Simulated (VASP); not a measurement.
In: relaxation of cell and atoms with PBEsol

Crystal: In.

```xyz
2
Lattice="0.0000 3.1740 3.1740 3.1740 0.0000 3.1740 3.1740 3.1740 0.0000" Properties=species:S:1:pos:R:3 pbc="T T T"
In   -0.7935   -0.7935   -0.7935
In    0.7935    0.7935    0.7935
```

```json
{"Program": "VASP 6.6.1", "Task": "relaxation of cell and atoms", "Functional": "PBEsol", "Potentials or basis": "VASP PAW PBE potentials, release 64 (In_d)", "Cutoff": "600 eV", "k mesh": "10 × 10 × 10", "Occupations": "fermi-dirac, width 0.08 eV", "Spin": "no spin polarisation", "Dipole correction": "no", "Further INCAR settings": "ALGO = Normal; EDIFF = 1e-06; IBRION = 2; EDIFFG = -0.005; NSW = 60; ISIF = 3"}
```

The relaxed volume is 35.36 Å³/atom and the relaxed cell is a = 4.642 Å, b = 4.642 Å, c = 4.642 Å, α = 60.00°, β = 60.00°, γ = 60.00°. The space group after relaxing (to 0.05 Å) is Fd-3m (No. 227) and the energy gained by relaxing is 34.9 meV/atom. The ionic steps are 3. The pressure after relaxing is 0.0 GPa. The band gap on the k mesh is zero (band 13 reaches 6.46 eV, above the bottom of band 14 at 2.87 eV).

Step by step:
```tsv
step	energy change (eV)	largest force (eV/Å)	pressure (GPa)	volume (Å³)
1	0.0000	0.0000	3.67	63.95
2	-0.0698	0.0000	-0.09	70.97
3	-0.0699	0.0000	-0.01	70.72
```

Final structure:
```xyz
2
Lattice="0.0000 3.2822 3.2822 3.2822 0.0000 3.2822 3.2822 3.2822 0.0000" Properties=species:S:1:pos:R:3 pbc="T T T"
In    5.7439    5.7439    5.7439
In    0.8206    0.8206    0.8206
```

Levels at points of the mesh, in eV from the Fermi level:
```
           k point  band 10  band 11  band 12  band 13  band 14  band 15  band 16  band 17
(0.00, 0.00, 0.00)   -14.00    -8.17     2.46     2.46     2.46     2.55     4.12     4.12
(0.50, 0.00, 0.00)   -13.95    -6.35    -4.02     1.09     1.09     2.36     5.03     5.03
(0.50, 0.50, 0.00)   -13.92    -4.89    -4.89    -0.45    -0.45     2.49     2.49    10.01
```

Wall time 98 s on 1 thread of Intel Xeon 6975P-C, on a shared host, peak memory 0.24 GiB.

Caveat: the PAW data sets were made with another functional, which shifts forces and pressure a little; spin-orbit coupling is left out, which moves the levels of the heavy elements.
